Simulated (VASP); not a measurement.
The system is Al2Pt.

```
Al Pt
1.0
     4.02171    0.00000    0.00000
    -2.01086    3.48291    0.00000
     0.00000    0.00000    6.59047
Al Pt
4 2
Direct
  0.49021 0.00000 0.72176
  0.00000 0.49021 0.72176
  0.50979 0.50979 0.72176
  0.00000 0.00000 0.14637
  0.33333 0.66667 0.00906
  0.66667 0.33333 0.00906
```

The cell was built from a structure type or drawn by symmetry, and may not be a known phase.

```yaml
Program: VASP 6.6.1
Task: relaxation of cell and atoms
Functional: PBE
Potentials_or_basis: VASP PAW PBE potentials, release 64 (Al, Pt)
Cutoff: 600 eV
k_mesh: 6 × 6 × 4
Occupations: gaussian, width 0.1 eV
Spin: no spin polarisation
```

At the start: pressure 116.3 GPa; volume 15.39 Å³/atom.

How do energy, volume and symmetry change on relaxing?

Over 60 steps the energy falls by 3335.5 meV/atom and the volume is 15.33 Å³/atom (-0.4 %); space group P6mm (No. 183, to 0.1 Å) before, P-62m (No. 189, to 0.1 Å).

The path:
```
step  energy change (eV)  largest force (eV/Å)  pressure (GPa)  volume (Å³)
   1              0.0000                8.2606          116.28        92.31
   3             -5.8810                1.1663           -7.91       280.54
   5            -14.7529                1.3427           -6.35       155.55
   7            -15.0037                1.3427           -2.85       146.71
   9            -15.0379                1.3412           -1.65       144.34
  11            -15.7571                0.6739           -1.94       140.37
  13            -15.9263                0.9192           -0.66       134.57
  15            -16.2962                2.7649           23.04        93.20
  17            -16.3340                2.7507           23.52        92.50
  19            -16.4939                2.7054           26.14        89.38
  21            -16.2852                2.5676           49.71        77.33
  23            -16.8280                2.5195           32.54        83.82
  25            -18.1654                1.9787           24.81        83.97
  27            -18.4238                2.4548           24.54        83.95
  29            -19.1718                1.4679            6.73        91.41
  31            -19.2478                1.0612           -0.55        95.97
  33            -19.3028                1.0623            0.26        95.31
  35            -19.5646                0.8375            0.28        95.61
  37            -19.6011                0.7777           -0.21        96.07
  39            -19.6897                0.3383           -7.13       100.10
  41            -19.7077                0.4118           -5.83        99.14
  43            -19.8047                0.2942           -5.28        98.11
  45            -19.7949                1.3968           -0.59        94.06
  47            -19.9160                0.3674           -3.24        95.84
  49            -19.9536                0.2835           -0.02        93.44
  51            -19.9615                0.2939            0.39        93.04
  53            -19.9886                0.2414           -0.36        92.52
  55            -20.0033                0.2317            0.93        91.44
  57            -20.0082                0.1901           -0.43        92.24
  59            -20.0118                0.0778            0.15        91.85
  60            -20.0132                0.0376           -0.12        91.98
```

Final structure:
```
Al Pt
1.0
     5.00333    0.00000    0.00000
    -2.50167    4.33301    0.00000
     0.00000    0.00000    4.24252
Al Pt
4 2
Direct
  0.35583 0.00000 0.63808
  0.00000 0.35583 0.63808
  0.64417 0.64417 0.63808
  0.00000 0.00000 0.13599
  0.33333 0.66667 0.13975
  0.66667 0.33333 0.13975
```

Caveat: a cell axis changed by over 15 % at a fixed basis, so the end point is rough.
